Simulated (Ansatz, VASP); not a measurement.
# One calculation of Cu, two programs

The input INCAR:

```
PREC = Accurate
ENCUT = 520
EDIFF = 1E-6
ISMEAR = -1
SIGMA = 0.05
LREAL = F
LASPH = T
NELM = 60
ALGO = Normal
ISIF = 2
LWAVE = F
LCHARG = F
NBANDS = 12
```

File KPOINTS:

```
regular mesh
0
Gamma
  18 18 18
```

POSCAR

```
Cu
1.0
    0.0000000000      1.5161419840      1.5161419840
    1.5161419840      0.0000000000      1.5161419840
    1.5161419840      1.5161419840      0.0000000000
Cu
1
Direct
    0.0000000000      0.0000000000      0.0000000000
```

Input for Ansatz:

```yaml
crystal:
  lattice:
    - [0.0, 1.516141984, 1.516141984]
    - [1.516141984, 0.0, 1.516141984]
    - [1.516141984, 1.516141984, 0.0]
  atoms:
    - { symbol: Cu, position: [0.0, 0.0, 0.0] }
kpoints:
  mp_grid: { grid: [18, 18, 18] }
scf:
  occupations: { method: fermi_dirac, width: 0.05 }
hamiltonian:
  xc: lda
  pseudopotentials: { kind: all_electron, lapw: { basis_error: 0.001 } }
output:
  forces: true
  stress: true
  eigenvalues: true
  populations: true
```

Change from the starting cell: volume scaled by 0.64, LAPW.

Alike in both runs: task single point; functional LDA; k mesh 18 × 18 × 18; occupations fermi-dirac, width 0.05 eV; no spin polarisation.

|  | VASP | Ansatz |
| --- | --- | --- |
| version | VASP 6.6.1 | Ansatz 0.2.0 |
| potentials or method | VASP PAW LDA potentials, release 64 (Cu), cutoff 520 eV | all-electron LAPW, scalar-relativistic |

|  | VASP | Ansatz | Ansatz less VASP |
| --- | --- | --- | --- |
| pressure (GPa) | 254.5 | 251.8 | -2.72 |

LDA's correlation is that of Perdew and Zunger in VASP and of Perdew and Wang (1992) in Ansatz. Both programs put the cell under a high pressure, so it lies far from rest at this level. Ansatz ran all-electron here, and VASP with PAW potentials.

Noted on VASP's run: the cell as given lies far from equilibrium.
